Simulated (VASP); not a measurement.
# HgTe (F-43m) in VASP: a series of runs

Runs on HgTe. Level: PBEsol. Tasks: relaxation of cell and atoms, single point.

Everything below comes from runs of VASP 6.6.1. Logs are shortened: lines on timing, memory, paths and dates and some standing lists are left out, and cuts for length are marked.

## (1) The cell of the first run

The structure is cubic, space group F-43m (No. 216). Conventional cell: a = 6.512 Å, b = 6.512 Å, c = 6.512 Å, α = 90.00°, β = 90.00°, γ = 90.00°. Within 3.7 Å of Hg (site symmetry -43m) lie 4 Te at 2.82 Å. Te (site symmetry -43m) has 4 Hg at 2.82 Å within 3.7 Å.

## (2) Relaxation of cell and atoms, PBEsol

Input file INCAR:

```
SYSTEM = HgTe
PREC = Accurate
ENCUT = 600
EDIFF = 1E-6
ISMEAR = -1
SIGMA = 0.15
LREAL = .FALSE.
LASPH = .TRUE.
NELM = 60
ALGO = Normal
ISIF = 3
LWAVE = .FALSE.
LCHARG = .FALSE.
GGA = PS
IBRION = 2
NSW = 80
EDIFFG = -0.001
```

Input file KPOINTS:

```
regular mesh
0
G
  12 12 12
  0 0 0
```

Input file POSCAR:

```
HgTe
1.0
    0.0000000000      3.2558862249      3.2558862249
    3.2558862249      0.0000000000      3.2558862249
    3.2558862249      3.2558862249      0.0000000000
Hg Te
1 1
Direct
    0.0000000000      0.0000000000      0.0000000000
    0.7500000000      0.7500000000      0.7500000000
```

Potentials or basis: VASP PAW PBE potentials, release 64 (Hg, Te).

Run with:

```console
cat potpaw_PBE.64/Hg/POTCAR potpaw_PBE.64/Te/POTCAR > POTCAR
mpirun -np 1 vasp_std > vasp.out
```

OUTCAR:

```text
SYSTEM = HgTe
   PREC = Accurate
   ENCUT = 600
   EDIFF = 1E-6
   ISMEAR = -1
   LREAL = .FALSE.
   LASPH = .TRUE.
   NELM = 60
   ISIF = 3
   GGA = PS
   IBRION = 2
   NSW = 80
   EDIFFG = -0.001

 ion  position               nearest neighbor table
   1  0.000  0.000  0.000-   2 2.82   2 2.82   2 2.82   2 2.82
   2  0.750  0.750  0.750-   1 2.82   1 2.82   1 2.82   1 2.82

  LATTYP: Found a face centered cubic cell.
 ALAT       =     6.5117724498

  Lattice vectors:

 A1 = (   0.0000000000,   3.2558862249,   3.2558862249)
 A2 = (   3.2558862249,   0.0000000000,   3.2558862249)
 A3 = (   3.2558862249,   3.2558862249,   0.0000000000)

Analysis of symmetry for initial positions (statically):
=====================================================================
 Subroutine PRICEL returns:
 Original cell was already a primitive cell.

 Routine SETGRP: Setting up the symmetry group for a
 face centered cubic supercell.

 Subroutine GETGRP returns: Found 24 space group operations
 (whereof 24 operations were pure point group operations)
 out of a pool of 48 trial point group operations.

The static configuration has the point symmetry T_d .

Analysis of symmetry for dynamics (positions and initial velocities):
=====================================================================
 Subroutine PRICEL returns:
 Original cell was already a primitive cell.

 Routine SETGRP: Setting up the symmetry group for a
 face centered cubic supercell.

 Subroutine GETGRP returns: Found 24 space group operations
 (whereof 24 operations were pure point group operations)
 out of a pool of 48 trial point group operations.

The dynamic configuration has the point symmetry T_d .

 Subroutine INISYM returns: Found 24 space group operations
 (whereof 24 operations are pure point group operations),
 and found     1 'primitive' translations

----------------------------------------------------------------------------------------

                                     Primitive cell

  volume of cell :      69.0300

  direct lattice vectors                    reciprocal lattice vectors
     0.000000000  3.255886225  3.255886225    -0.153568020  0.153568020  0.153568020
     3.255886225  0.000000000  3.255886225     0.153568020 -0.153568020  0.153568020
     3.255886225  3.255886225  0.000000000     0.153568020  0.153568020 -0.153568020

  length of vectors
     4.604518457  4.604518457  4.604518457     0.265987613  0.265987613  0.265987613

  position of ions in fractional coordinates (direct lattice)
     0.000000000  0.000000000  0.000000000
     0.750000000  0.750000000  0.750000000

  ion indices of the primitive-cell ions
   primitive index   ion index
                 1           1
                 2           2

----------------------------------------------------------------------------------------

 KPOINTS: regular mesh

Automatic generation of k-mesh.
 Grid dimensions read from file:
 generate k-points for:   12   12   12

 Generating k-lattice:

  Cartesian coordinates                     Fractional coordinates (reciprocal lattice)
    -0.012797335  0.012797335  0.012797335     0.083333333  0.000000000  0.000000000
     0.012797335 -0.012797335  0.012797335     0.000000000  0.083333333  0.000000000
     0.012797335  0.012797335 -0.012797335     0.000000000  0.000000000  0.083333333

  Length of vectors
     0.022165634  0.022165634  0.022165634

  Shift w.r.t. Gamma in fractional coordinates (k-lattice)
     0.000000000  0.000000000  0.000000000

 Subroutine IBZKPT returns following result:
 ===========================================

 Found     72 irreducible k-points:

 Following reciprocal coordinates:
            Coordinates               Weight
  0.000000  0.000000  0.000000      1.000000
  0.083333  0.000000  0.000000      8.000000
  0.166667  0.000000  0.000000      8.000000
  0.250000  0.000000  0.000000      8.000000
  0.333333  0.000000  0.000000      8.000000
  0.416667  0.000000  0.000000      8.000000
[... 16 lines left out ...]
  0.500000  0.166667  0.000000     24.000000
 -0.416667  0.166667  0.000000     24.000000
 [... further k-points ...]
   k-points           NKPTS =     72   k-points in BZ     NKDIM =     72   number of bands    NBANDS=     13
   number of dos      NEDOS =    301   number of ions     NIONS =      2
   total plane-waves  NPLWV =  64000
   dimension x,y,z NGX =    40 NGY =   40 NGZ =   40
   dimension x,y,z NGXF=    80 NGYF=   80 NGZF=   80
   ions per type =               1   1
   NGX,Y,Z   is equivalent  to a cutoff of  14.44, 14.44, 14.44 a.u.
   NGXF,Y,Z  is equivalent  to a cutoff of  28.88, 28.88, 28.88 a.u.
 SYSTEM =  HgTe
   PREC   = accura    normal or accurate (medium, high low for compatibility)
   ISTART =      0    job   : 0-new  1-cont  2-samecut
   ICHARG =      2    charge: 1-file 2-atom 10-const
   ISPIN  =      1    spin polarized calculation?
   LNONCOLLINEAR =      F non collinear calculations
   LSORBIT =      F    spin-orbit coupling
   LASPH  =      T    aspherical Exc in radial PAW
   ENCUT  =  600.0 eV  44.10 Ry    6.64 a.u.   9.20  9.20  9.20*2*pi/ulx,y,z
   NELM   =     60;   NELMIN=  2; NELMDL= -5     # of ELM steps
   EDIFF  = 0.1E-05   stopping-criterion for ELM
   LREAL  =      F    real-space projection
   EDIFFG = -.1E-02   stopping-criterion for IOM
   NSW    =     80    number of steps for IOM
   IBRION =      2    ionic relax: 0-MD 1-quasi-New 2-CG
   NFREE  =      1    steps in history (QN), initial steepest desc. (CG)
   ISIF   =      3    stress and relaxation
   ISYM   =      2    0-nonsym 1-usesym 2-fastsym
   POTIM  = 0.5000    time-step for ionic-motion
   TEBEG  =    0.0;   TEEND  =   0.0 temperature during run
   PSTRESS=    0.0 pullay stress
   NELECT =      18.0000    total number of electrons
   NUPDOWN=      -1.0000    fix difference up-down
   EMIN   =  10.00;   EMAX   =-10.00  energy-range for DOS
   EFERMI =   0.00;   METHOD = LEGACY
   ISMEAR =    -1;   SIGMA  =   0.15  broadening in eV -4-tet -1-fermi 0-gaus
   EFERMI_NEDOS =   21; number of points for ismear=-14 and -15
   IALGO  =     38    algorithm
   IMIX   =      4    mixing-type and parameters
     AMIX     =   0.40;   BMIX     =  1.00
     AMIX_MAG =   1.60;   BMIX_MAG =  1.00
  volume/ion in A,a.u.               =      34.51       232.92
  Fermi-wavevector in a.u.,A,eV,Ry     =   1.045891  1.976448 14.883251  1.093888
  Thomas-Fermi vector in A             =   2.180706
   LORBIT       =      0    0 simple, 1 ext, 2 COOP (PROOUT), +10 PAW based schemes
   GGA     = PS    functional components
   LHFCALC =     F    Hartree Fock is set to
   AEXX    =    0.0000 exact exchange contribution
   IVDW    =     0    specifies the selected vdW correction
   LEPSILON=     F    determine dielectric tensor
   LRPA    =     F    only Hartree local field effects (RPA)
 conjugate gradient relaxation of ions
 non-spin polarized calculation
  energy-cutoff  :      600.00
  volume of cell :       69.03
 maximum number of plane-waves:      2332
 NGX is ok and might be reduce to    40

--------------------------------------- Ionic step        1  -------------------------------------------

 number of electron      17.9999999 magnetization

 Free energy of the ion-electron system (eV)
  ---------------------------------------------------
  ext. energy  EPLUGINS =         0.00000000
  ---------------------------------------------------
  free energy    TOTEN  =        -4.37957190 eV

  energy without entropy =       -4.37149939  energy(sigma->0) =       -4.37553564

------------------------ aborting loop because EDIFF is reached ----------------------------------------

  FORCE on cell =-STRESS in cart. coord.  units (eV):
  Direction    XX          YY          ZZ          XY          YZ          ZX
  --------------------------------------------------------------------------------------
  -------------------------------------------------------------------------------------
  Total        0.0466483      0.0466483      0.0466483      0.0000000      0.0000000     -0.0000000
  in kB        1.0827023      1.0827023      1.0827023      0.0000000      0.0000000     -0.0000000
  external PRESSURE =       1.0827023 kB  Pullay stress =       0.0000000 kB
[... 237 lines left out ...]
  energy  without entropy=       -4.3714832739  energy(sigma->0) =       -4.37555633

--------------------------------------- Ionic step        8  -------------------------------------------

 number of electron      17.9999998 magnetization

 Free energy of the ion-electron system (eV)
  ---------------------------------------------------
  ext. energy  EPLUGINS =         0.00000000
  ---------------------------------------------------
  free energy    TOTEN  =        -4.37962936 eV

  energy without entropy =       -4.37147848  energy(sigma->0) =       -4.37555392

 E-fermi :   2.9433     XC(G=0):  -8.8251

 val. band max:        2.6913716997   @ k =   0.0000   0.0000   0.0000
 cond. band min:       3.0779581034   @ k =   0.0833   0.0000   0.0000
 fundamental gap:      0.3865864037
 Fermi energy:         2.9433282826

 k-point     1 :       0.0000    0.0000    0.0000
  band No.  band energies     occupation
      1      -9.1566      2.00000
      2      -4.5101      2.00000
      3      -4.5101      2.00000
      4      -4.5101      2.00000
      5      -4.0038      2.00000
      6      -4.0038      2.00000
      7       1.8297      1.99881
      8       2.6914      1.68573
      9       2.6914      1.68573
     10       2.6914      1.68573
     11       6.9178      0.00000
     12       6.9178      0.00000
     13       6.9178      0.00000
[... 353 lines left out ...]
 k-point    24 :      -0.4167    0.1667    0.0000
  band No.  band energies     occupation
      1      -8.5543      2.00000
      2      -4.3705      2.00000
      3      -4.3482      2.00000
      4      -4.0200      2.00000
      5      -3.9935      2.00000
      6      -3.7003      2.00000
      7      -2.5485      2.00000
      8       0.6039      2.00000
      9       1.5101      1.99986
     10       4.4329      0.00010
     11       7.2148      0.00000
     12       8.2510      0.00000
     13       9.2707      0.00000

 [... further k-points ...]
[... 5 lines left out ...]
  --------------------------------------------------------------------------------------
  -------------------------------------------------------------------------------------
  Total       -0.0004722     -0.0004722     -0.0004722     -0.0000000      0.0000000     -0.0000000
  in kB       -0.0109297     -0.0109297     -0.0109297     -0.0000000      0.0000000     -0.0000000
  external PRESSURE =      -0.0109297 kB  Pullay stress =       0.0000000 kB
[... 17 lines left out ...]
  FREE ENERGIE OF THE ION-ELECTRON SYSTEM (eV)
  ---------------------------------------------------
  free  energy   TOTEN  =        -4.3796293571 eV

  energy  without entropy=       -4.3714784845  energy(sigma->0) =       -4.37555392

 reached required accuracy - stopping structural energy minimisation
```

It took 6.4 min on 1 thread of AMD EPYC 7R13, shared host; peak memory 0.27 GiB.

Results:

* Free energy: -4.3796 eV
* Relaxed volume: 34.61 Å³/atom
* Relaxed cell: a = 4.609 Å, b = 4.609 Å, c = 4.609 Å, α = 60.00°, β = 60.00°, γ = 60.00°
* Space group after relaxing (to 0.05 Å): F-43m (No. 216)
* Energy gained by relaxing: 0.0 meV/atom
* Ionic steps: 8
* Pressure after relaxing: 0.0 GPa
* Band gap on the k mesh: zero (filled and empty bands touch)

Final structure:
```
Hg Te
1.0
     0.00000    3.25882    3.25882
     3.25882    0.00000    3.25882
     3.25882    3.25882    0.00000
Hg Te
1 1
Cartesian
  0.0000 0.0000 0.0000
  4.8882 4.8882 4.8882
```

Caveat: the PAW data sets were made with another functional, which shifts forces and pressure a little; spin-orbit coupling is left out, which moves the levels of the heavy elements.

## (3) Single point, PBEsol

This run uses another cell than the first one, of the same volume but with other edges.

Input file INCAR:

```
ALGO     = Normal         # electronic algorithm
EDIFF    = 1E-6           # SCF threshold, eV
ENCUT    = 520            # plane-wave cutoff, eV
GGA      = PS             # functional
ISIF     = 2              # what is computed and relaxed
ISMEAR   = 0              # smearing method
ISYM     = 0            
LASPH    = True           # aspherical terms in the spheres
LCHARG   = False          # write CHGCAR
LREAL    = False          # projectors in reciprocal space
LWAVE    = False          # write WAVECAR
NBANDS   = 16             # bands
NELM     = 60             # most SCF steps
PREC     = Accurate       # precision mode
SIGMA    = 0.1            # smearing width, eV
```

Input file KPOINTS:

```
k-points
0
Gamma
  8 6 15
```

Input file POSCAR:

```
HgTe
1.0
    4.6045184592      0.0000000000      0.0000000000
    0.0000000000      6.5117724532      0.0000000000
    2.3022592296     -3.2558862266      2.3022592296
Hg Te
1 1
Direct
    0.0000000000      0.0000000000      0.0000000000
    0.5000000000      0.7500000000      0.0000000000
```

Potentials or basis: VASP PAW PBE potentials, release 64 (Hg, Te).

Run with:

```console
cat potpaw_PBE.64/Hg/POTCAR potpaw_PBE.64/Te/POTCAR > POTCAR
mpirun -np 1 vasp_std > vasp.out
```

OUTCAR:

```text
EDIFF = 1E-6
   ENCUT = 520
   GGA = PS
   ISIF = 2
   ISMEAR = 0
   ISYM = 0
   LASPH = True
   LREAL = False
   NELM = 60
   PREC = Accurate

 ion  position               nearest neighbor table
   1  0.000  0.000  0.000-   2 2.82   2 2.82   2 2.82   2 2.82
   2  0.500  0.750  0.000-   1 2.82   1 2.82   1 2.82   1 2.82

IMPORTANT INFORMATION: All symmetrisations will be switched off!
NOSYMM: (Re-)initialisation of all symmetry stuff for point group C_1.

[... 614 lines left out ...]
      4      -4.0711      2.00000
      5      -4.0047      2.00000
      6      -3.9000      2.00000
[... 8 lines left out ...]
     15      11.9434      0.00000
     16      13.1496      0.00000

 [... further k-points ...]
[... 5 lines left out ...]
  --------------------------------------------------------------------------------------
  -------------------------------------------------------------------------------------
  Total        0.0316477      0.0249039      0.0273980      0.0003559      0.0012638     -0.0004664
  in kB        0.7345401      0.5780177      0.6359054      0.0082594      0.0293324     -0.0108262
  external PRESSURE =       0.6494877 kB  Pullay stress =       0.0000000 kB

 VOLUME and BASIS-vectors are now :
 -----------------------------------------------------------------------------
  energy-cutoff  :      520.00
  volume of cell :       69.03
      direct lattice vectors                 reciprocal lattice vectors
     4.604518459  0.000000000  0.000000000     0.217177976  0.000000000 -0.217177976
     0.000000000  6.511772453  0.000000000     0.000000000  0.153568020  0.217177976
     2.302259230 -3.255886227  2.302259230     0.000000000  0.000000000  0.434355952

 POSITION                                       TOTAL-FORCE (eV/Angst)
 -----------------------------------------------------------------------------------
      0.00000      0.00000      0.00000         0.000071      0.000757     -0.000125
      2.30226      4.88383      0.00000        -0.000071     -0.000757      0.000125
 -----------------------------------------------------------------------------------
    total drift:                               -0.000000      0.000000     -0.000002

  FREE ENERGIE OF THE ION-ELECTRON SYSTEM (eV)
  ---------------------------------------------------
  free  energy   TOTEN  =        -4.3771364978 eV

  energy  without entropy=       -4.3768490932  energy(sigma->0) =       -4.37699280
```

stdout:

```text
POSCAR found type information on POSCAR HgTe
 POSCAR found :  2 types and       2 ions
 scaLAPACK will be used
 -----------------------------------------------------------------------------
|                                                                             |
|                                                                             |
|     You enforced a specific xc type in the INCAR file but a different       |
[... 22 lines left out ...]
 -----------------------------------------------------------------------------

 POSCAR, INCAR and KPOINTS ok, starting setup
 FFT: planning ... GRIDC
 FFT: planning ... GRID_SOFT
 FFT: planning ... GRID
 WAVECAR not read
 entering main loop
```

Run time: 9.8 min. Hardware: 1 thread of AMD EPYC 7R13 (Zen 3), shared host; peak memory 0.53 GiB.

Results:

* Free energy: -4.3771 eV
* Pressure: 0.1 GPa
* Band gap on the k mesh: zero (filled and empty bands touch)

Levels at points of the mesh, in eV from the Fermi level:
| k point | band 7 | band 8 | band 9 | band 10 | band 11 | band 12 |
| --- | --- | --- | --- | --- | --- | --- |
| (0.00, 0.00, 0.00) | -0.90 | -0.05 | -0.05 | -0.05 | 4.17 | 4.17 |
| (0.50, 0.00, 0.00) | -5.40 | -2.25 | -2.25 | 1.80 | 2.39 | 7.97 |
| (0.00, 0.50, 0.00) | -5.44 | -1.00 | -1.00 | 0.59 | 4.95 | 4.95 |
| (0.50, 0.50, 0.00) | -5.44 | -1.00 | -1.00 | 0.59 | 4.95 | 4.95 |

Caveat: the PAW data sets were made with another functional, which shifts forces and pressure a little; spin-orbit coupling is left out, which moves the levels of the heavy elements.

## (4) Single point, PBEsol

This run uses another cell than the first one, of 33.50 Å³/atom, 0.970 times its volume.

Input file INCAR:

```
PREC = Accurate
ENCUT = 500
EDIFF = 1E-6
ISMEAR = 0
SIGMA = 0.1
LREAL = F
LASPH = T
NELM = 120
ALGO = Normal
ISIF = 2
LWAVE = F
LCHARG = F
GGA = PS
NBANDS = 16
GGA_COMPAT = F
```

Input file KPOINTS:

```
regular mesh
0
Gamma
  6 6 6
```

Input file POSCAR:

```
HgTe
1.0
    0.0000000000     -3.2235000000     -3.2235000000
    3.2235000000      0.0000000000     -3.2235000000
    3.2235000000     -3.2235000000      0.0000000000
Hg Te
1 1
Direct
    0.0000000000      0.0000000000      0.0000000000
    0.7500000000      0.7500000000      0.7500000000
```

Run with:

```console
cat potpaw_PBE.64/Hg/POTCAR potpaw_PBE.64/Te/POTCAR > POTCAR
mpirun -np 1 vasp_std > vasp.out
```

Run time: 33 s. Hardware: 1 thread of Intel Xeon 8259CL, shared host; peak memory 0.2 GiB.

It converged, with:

```
Free energy            : -4.3542 eV
Pressure               : 1.5 GPa
Band gap on the k mesh : zero (filled and empty bands touch)
```

Levels at points of the mesh, in eV from the Fermi level:
```csv
k point,band 6,band 7,band 8,band 9,band 10,band 11,band 12,band 13
"(0.00, 0.00, 0.00)",-6.88,-0.82,-0.03,-0.03,-0.03,4.13,4.13,4.13
"(0.50, 0.00, 0.00)",-6.58,-5.62,-1.04,-1.04,0.60,4.94,4.94,6.69
"(0.50, 0.50, 0.00)",-6.43,-5.55,-2.36,-2.36,1.80,2.32,8.10,8.82
```

Caveat: the PAW data sets were made with another functional, which shifts forces and pressure a little; spin-orbit coupling is left out, which moves the levels of the heavy elements.

## (5) Overview

| task | cell | k mesh | cutoff (eV) | smearing | gap on the mesh (eV) | pressure (GPa) |
| --- | --- | --- | --- | --- | --- | --- |
| relaxation of cell and atoms | relaxed from a = 4.605 Å, angles 60.0°, 2 atoms | 12 × 12 × 12 | 600 | fermi-dirac 0.15 eV | none | 0.0 |
| single point | a = 4.605, b = 6.512 Å, angles 135.0, 60.0, 90.0°, 2 atoms | 8 × 6 × 15 | 520 | gaussian 0.1 eV | none | 0.1 |
| single point | a = 4.559 Å, angles 60.0°, 2 atoms | 6 × 6 × 6 | 500 | gaussian 0.1 eV | none | 1.5 |

Alike in all rows: level PBEsol; potentials or basis VASP PAW PBE potentials, release 64 (Hg, Te); no spin polarisation.

Caveats: the PAW data sets were made with another functional, which shifts forces and pressure a little; spin-orbit coupling is left out, which moves the levels of the heavy elements.

Total energies depend on the potentials used, so only differences within one code and one set of settings carry meaning.
